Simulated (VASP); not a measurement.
**Co: single point with LDA**

The system is Co.

```
Co
1.0
     2.37937    0.00000    0.00000
    -1.18969    2.06060    0.00000
     0.00000    0.00000    3.83632
Co
2
Cartesian
  0.0000 1.3737 0.9591
  1.1897 0.6869 2.8772
```

```json
{"Program": "VASP 6.6.1", "Task": "single point", "Functional": "LDA", "Potentials or basis": "VASP PAW LDA potentials, release 64 (Co_sv)", "Cutoff": "690 eV", "k mesh": "19 × 19 × 11", "Occupations": "fermi-dirac, width 0.08 eV", "Spin": "collinear spin, ferromagnetic start", "Starting moments": "[1.7, 1.7] μB", "Dipole correction": "no", "Further INCAR settings": "ALGO = Normal; EDIFF = 1e-06; NBANDS = 28"}
```

The pressure is 16.5 GPa. The net moment is 2.65 μB per cell. The site moments are Co +1.35 μB and the valence electrons inside the program's atomic spheres are Co 15.20.

Stress tensor (GPa, compression positive):
```
16.58  0.00  0.00
 0.00 16.58  0.00
 0.00  0.00 16.24
```

Levels at points of the mesh, in eV from the Fermi level:
Spin up:
```
           k point  band 14  band 15  band 16  band 17  band 18  band 19  band 20  band 21  band 22  band 23
(0.00, 0.00, 0.00)    -2.23    -2.23    -1.79    -1.79    -0.37    -0.37    -0.14     7.87    23.01    26.53
```
Spin down:
```csv
k point,band 13,band 14,band 15,band 16,band 17,band 18,band 19,band 20
"(0.00, 0.00, 0.00)",-1.42,-0.97,-0.97,-0.47,-0.47,0.02,1.04,1.04
```

Run time: 5.6 min on 1 thread of Intel(R) Xeon(R) Platinum 8259CL CPU @ 2.50GHz (Skylake/Cascade Lake), on a shared host, peak memory 0.33 GiB.

Caveat: the cell stands under pressure.
